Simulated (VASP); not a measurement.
Write the native input for VASP 6.6.1 that does the following.

* Task: single point
* Functional: PBE
* Potentials or basis: VASP PAW PBE potentials, release 64 (Ca_sv, S)
* Cutoff: 500 eV
* k mesh: 6 × 6 × 6
* Occupations: gaussian, width 0.01 eV
* Spin: no spin polarisation
* Dipole correction: no
* Further INCAR settings: ALGO = Normal; EDIFF = 1e-06; NBANDS = 15

The structure of CaS lies in POSCAR:

```
CaS
1.0
    0.0000000000      2.8479451006      2.8479451006
    2.8479451006      0.0000000000      2.8479451006
    2.8479451006      2.8479451006      0.0000000000
Ca S
1 1
Direct
    0.0000000000      0.0000000000      0.0000000000
    0.5000000000      0.5000000000      0.5000000000
```

The input as run:

INCAR

```
PREC     = Accurate       # precision mode
ENCUT    = 500            # plane-wave cutoff, eV
EDIFF    = 1E-6           # SCF threshold, eV
ISMEAR   = 0              # smearing method
SIGMA    = 0.01           # smearing width, eV
LREAL    = F              # projectors in reciprocal space
LASPH    = T              # aspherical terms in the spheres
NELM     = 120            # most SCF steps
ALGO     = Normal         # electronic algorithm
ISIF     = 2              # what is computed and relaxed
LWAVE    = F              # write WAVECAR
LCHARG   = T              # write CHGCAR
GGA      = PE             # functional
LELF     = T              # ELF
LVHAR    = T            
NBANDS   = 15             # bands
GGA_COMPAT= F
```

KPOINTS

```
regular mesh
0
Gamma
  6 6 6
```

Potentials or basis: VASP PAW PBE potentials, release 64 (Ca_sv, S).

Launch:

```console
$ cat potpaw_PBE.64/Ca_sv/POTCAR potpaw_PBE.64/S/POTCAR > POTCAR
$ mpirun -np 1 vasp_std > vasp.out
```

Results of the run:

```yaml
Pressure: 0.6 GPa
Band_gap_on_the_k_mesh: 2.36 eV, indirect (least direct gap 3.16 eV)
```

Wall time 6.9 s on 1 thread of Intel(R) Xeon(R) Platinum 8559C (Emerald Rapids) (shared host), peak memory 0.16 GiB.
